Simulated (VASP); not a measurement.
Runs of VASP 6.6.1 on CdO2. The structure is that of space group P-3m1 (No. 164), or close to it. The cells are those of the table. 

```tsv
cell	gap on the mesh (eV)	pressure (GPa)	largest force (eV/Å)
a = 3.476, b = 3.476, c = 4.148 Å, angles 90.0, 90.0, 120.0°, 3 atoms	none	-8.5	0.12
a = 3.544, b = 3.544, c = 4.229 Å, angles 90.0, 90.0, 120.0°, 3 atoms	none	-12.0	0.40
a = 3.499, b = 3.499, c = 4.176 Å, angles 90.0, 90.0, 120.0°, 3 atoms	none	-9.9	0.22
a = 3.429, b = 3.429, c = 4.092 Å, angles 90.0, 90.0, 120.0°, 3 atoms	none	(a)	0.11
a = 3.405, b = 3.405, c = 4.063 Å, angles 90.0, 90.0, 120.0°, 3 atoms	none	(b)	0.24
```

Alike in all rows: task single point; level r2SCAN; potentials or basis VASP PAW PBE potentials, release 64 (Cd, O); no spin polarisation; k mesh 10 × 10 × 7; cutoff (eV) 520; smearing gaussian 0.02 eV.

Fill in the values left out.

(a) -5.3; (b) -3.3.

Caveats: the cell stands under tension; semilocal functionals underestimate gaps, and a narrow one can read as zero; the PAW data sets were made with another functional, which shifts forces and pressure a little.

A k mesh can miss the band edges, and the runs leave out spin-orbit coupling on Cd.

A gap of «none» marks levels without a gap at the run's occupations.
